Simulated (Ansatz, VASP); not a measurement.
## Al: VASP beside Ansatz

The input INCAR:

```
SYSTEM = Al
PREC = Accurate
ENCUT = 520
EDIFF = 1E-6
ISMEAR = -1
SIGMA = 0.05
LREAL = .FALSE.
LASPH = .TRUE.
NELM = 60
ALGO = Normal
ISIF = 2
LWAVE = .FALSE.
LCHARG = .TRUE.
GGA = PS
LELF = .TRUE.
LVHAR = .TRUE.
NBANDS = 8
```

The input KPOINTS:

```
Automatic mesh
0
G
  14 14 14
  0 0 0
```

POSCAR

```
Al
1.0
    0.0000000000      2.0373842317      2.0373842317
    2.0373842317      0.0000000000      2.0373842317
    2.0373842317      2.0373842317      0.0000000000
Al
1
Direct
    0.0000000000      0.0000000000      0.0000000000
```

Input for Ansatz:

```yaml
crystal:
  lattice:
    - [0.0, 2.0373842317, 2.0373842317]
    - [2.0373842317, 0.0, 2.0373842317]
    - [2.0373842317, 2.0373842317, 0.0]
  atoms:
    - { symbol: Al, position: [0.0, 0.0, 0.0] }
kpoints:
  mp_grid: { grid: [14, 14, 14] }
  band_path:
    path:
      - [0.0, 0.0, 0.0]
      - [0.5, 0.0, 0.5]
      - [0.625, 0.25, 0.625]
      - [0.375, 0.375, 0.75]
      - [0.0, 0.0, 0.0]
      - [0.5, 0.5, 0.5]
      - [0.5, 0.25, 0.75]
      - [0.5, 0.0, 0.5]
    npoints: 5
scf:
  occupations: { method: fermi_dirac, width: 0.05 }
hamiltonian:
  xc: pbesol
  pseudopotentials: { kind: all_electron, lapw: { basis_error: 0.001 } }
output:
  forces: true
  stress: true
  eigenvalues: true
```

Change from the starting cell: volume scaled by 1.02.

Alike in both runs: task single point; functional PBEsol; k mesh 14 × 14 × 14; occupations fermi-dirac, width 0.05 eV; no spin polarisation.

|  | VASP | Ansatz |
| --- | --- | --- |
| version | VASP 6.6.1 | Ansatz 0.2.0 |
| potentials or method | VASP PAW PBE potentials, release 64 (Al), cutoff 520 eV | all-electron LAPW, scalar-relativistic |

VASP gave:

- pressure (GPa): -3.4

**Question.** What did Ansatz give for the same quantities?

**Answer.** Pressure (GPa): -3.5.

VASP's potentials were made for PBE, not for PBEsol. Ansatz ran all-electron here, and VASP with PAW potentials.
